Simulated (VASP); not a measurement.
# WS2 (Tungstenite) (P6_3/mmc) in VASP: settings compared, part 2 of 2

VASP 6.6.1. The steps go on from the part before.

## Step 6: Single point, PBE

This run uses another cell than the first one, of 21.78 Å³/atom, 1.126 times its volume.

Contents of INCAR:

```
SYSTEM = WS2
PREC     = Accurate       ! precision mode
ENCUT    = 520            ! plane-wave cutoff, eV
EDIFF    = 1E-6           ! SCF threshold, eV
ISMEAR   = -1             ! smearing method
SIGMA    = 0.05           ! smearing width, eV
LREAL    = .FALSE.        ! projectors in reciprocal space
LASPH    = .TRUE.         ! aspherical terms in the spheres
NELM     = 100            ! most SCF steps
ALGO     = Normal         ! electronic algorithm
ISIF     = 2              ! what is computed and relaxed
LWAVE    = .FALSE.        ! write WAVECAR
LCHARG   = .FALSE.        ! write CHGCAR
GGA      = PE             ! functional
NBANDS   = 35             ! bands
```

Contents of KPOINTS:

```
Automatic mesh
0
G
  10 10 3
  0 0 0
```

Contents of POSCAR:

```
WS2
1.0
    3.1885255857      0.0000000000      0.0000000000
   -1.5942627929      2.7613441578      0.0000000000
    0.0000000000      0.0000000000     14.8396376013
W S
2 4
Direct
    0.6666666667      0.3333333333      0.7500000000
    0.3333333333      0.6666666667      0.2500000000
    0.6666666667      0.3333333333      0.3558778691
    0.3333333333      0.6666666667      0.8558778691
    0.6666666667      0.3333333333      0.1441221309
    0.3333333333      0.6666666667      0.6441221309
```

Potentials or basis: VASP PAW PBE potentials, release 64 (W_sv, S).

Run with:

```console
$ cat potpaw_PBE.64/W_sv/POTCAR potpaw_PBE.64/S/POTCAR > POTCAR
$ mpirun -np 1 vasp_std > vasp.out
```

OUTCAR:

```text
SYSTEM = WS2
   PREC = Accurate
   ENCUT = 520
   EDIFF = 1E-6
   ISMEAR = -1
   LREAL = .FALSE.
   LASPH = .TRUE.
   NELM = 100
   ISIF = 2
   GGA = PE

 ion  position               nearest neighbor table
   1  0.667  0.333  0.750-   4 2.42   6 2.42   4 2.42   6 2.42   4 2.42   6 2.42
   2  0.333  0.667  0.250-   3 2.42   5 2.42   3 2.42   5 2.42   3 2.42   5 2.42
   3  0.667  0.333  0.356-   2 2.42   2 2.42   2 2.42
   4  0.333  0.667  0.856-   1 2.42   1 2.42   1 2.42
   5  0.667  0.333  0.144-   2 2.42   2 2.42   2 2.42
   6  0.333  0.667  0.644-   1 2.42   1 2.42   1 2.42

  LATTYP: Found a hexagonal cell.
 ALAT       =     3.1885255857
 C/A-ratio  =     4.6540751211

  Lattice vectors:

 A1 = (   3.1885255857,   0.0000000000,   0.0000000000)
 A2 = (  -1.5942627929,   2.7613441578,   0.0000000000)
 A3 = (   0.0000000000,   0.0000000000,  14.8396376013)

Analysis of symmetry for initial positions (statically):
=====================================================================
 Subroutine PRICEL returns:
 Original cell was already a primitive cell.
[... 176 lines left out ...]
  free energy    TOTEN  =       -47.36412047 eV

  energy without entropy =      -47.36412047  energy(sigma->0) =      -47.36412047

 E-fermi :   5.5163     XC(G=0):  -9.5074

 val. band max:        4.7011109667   @ k =   0.0000   0.0000   0.0000
 cond. band min:       6.4814165917   @ k =   0.2000   0.1000   0.0000
 fundamental gap:      1.7803056250
 Fermi energy:         5.5163126437

 k-point     1 :       0.0000    0.0000    0.0000
  band No.  band energies     occupation
      1     -69.5177      2.00000
      2     -69.5176      2.00000
      3     -33.7448      2.00000
      4     -33.7448      2.00000
      5     -33.6018      2.00000
      6     -33.6018      2.00000
[... 901 lines left out ...]
     34       9.0553      0.00000
     35      10.0825      0.00000

 [... further k-points ...]
[... 5 lines left out ...]
  --------------------------------------------------------------------------------------
  -------------------------------------------------------------------------------------
  Total       -0.0909076     -0.0909076     -0.0792829      0.0000000      0.0000000      0.0000000
  in kB       -1.1147494     -1.1147494     -0.9722014      0.0000000      0.0000000      0.0000000
  external PRESSURE =      -1.0672334 kB  Pullay stress =       0.0000000 kB

 VOLUME and BASIS-vectors are now :
 -----------------------------------------------------------------------------
  energy-cutoff  :      520.00
  volume of cell :      130.66
      direct lattice vectors                 reciprocal lattice vectors
     3.188525586  0.000000000  0.000000000     0.313624581  0.181071236  0.000000000
    -1.594262793  2.761344158  0.000000000     0.000000000  0.362142472  0.000000000
     0.000000000  0.000000000 14.839637601     0.000000000  0.000000000  0.067387090

 POSITION                                       TOTAL-FORCE (eV/Angst)
 -----------------------------------------------------------------------------------
      1.59426      0.92045     11.12973         0.000000     -0.000000      0.000000
     -0.00000      1.84090      3.70991        -0.000000      0.000000      0.000000
      1.59426      0.92045      5.28110        -0.000000     -0.000000     -0.004941
     -0.00000      1.84090     12.70092         0.000000      0.000000     -0.004941
      1.59426      0.92045      2.13872         0.000000     -0.000000      0.004941
     -0.00000      1.84090      9.55854        -0.000000      0.000000      0.004941
 -----------------------------------------------------------------------------------
    total drift:                               -0.000000      0.000000     -0.000000

  FREE ENERGIE OF THE ION-ELECTRON SYSTEM (eV)
  ---------------------------------------------------
  free  energy   TOTEN  =       -47.3641204686 eV

  energy  without entropy=      -47.3641204665  energy(sigma->0) =      -47.36412047
```

Run time: 4.2 min. Hardware: 1 thread of AMD EPYC 7R13, shared host; peak memory 0.26 GiB.

Results:

- Free energy: -47.3641 eV
- Pressure: -0.1 GPa
- Largest force: 0.005 eV/Å
- Band gap on the k mesh: 1.78 eV, indirect (least direct gap 2.14 eV)

Forces in eV/Å, atoms in the order of the input:
```
W    0.000  0.000  0.000
W    0.000  0.000  0.000
S    0.000  0.000 -0.005
S    0.000  0.000 -0.005
S    0.000  0.000  0.005
S    0.000  0.000  0.005
```

Caveat: spin-orbit coupling is left out, which moves the levels of the heavy elements; this functional lacks dispersion, which binds the layers, so the pressure and a relaxed spacing across them are unreliable.

## Step 7: Overview

| level | cell | gap on the mesh (eV) | pressure (GPa) | largest force (eV/Å) |
| --- | --- | --- | --- | --- |
| RPBE | a = 3.242, b = 3.242, c = 12.745 Å, angles 90.0, 90.0, 120.0°, 6 atoms | 1.23 | -3.7 | 0.74 |
| PBE | a = 3.242, b = 3.242, c = 12.745 Å, angles 90.0, 90.0, 120.0°, 6 atoms | 1.17 | -6.2 | 0.81 |
| r2SCAN+rVV10 | a = 3.170, b = 3.170, c = 12.492 Å, angles 90.0, 90.0, 120.0°, 6 atoms | 1.22 | 0.4 | 0.04 |
| PBE | a = 3.187, b = 3.187, c = 14.523 Å, angles 90.0, 90.0, 120.0°, 6 atoms | 1.73 | 0.0 | - |
| PBE | a = 3.189, b = 3.189, c = 14.840 Å, angles 90.0, 90.0, 120.0°, 6 atoms | 1.78 | -0.1 | - |

Alike in all rows: task single point; potentials or basis VASP PAW PBE potentials, release 64 (W_sv, S); no spin polarisation; k mesh 10 × 10 × 3; cutoff (eV) 520; smearing fermi-dirac 0.05 eV.

Caveats: spin-orbit coupling is left out, which moves the levels of the heavy elements; this functional lacks dispersion, which binds the layers, so the pressure and a relaxed spacing across them are unreliable (some runs); the PAW data sets were made with another functional, which shifts forces and pressure a little (some runs).

Total energies depend on the potentials used, so only differences within one code and one set of settings carry meaning.
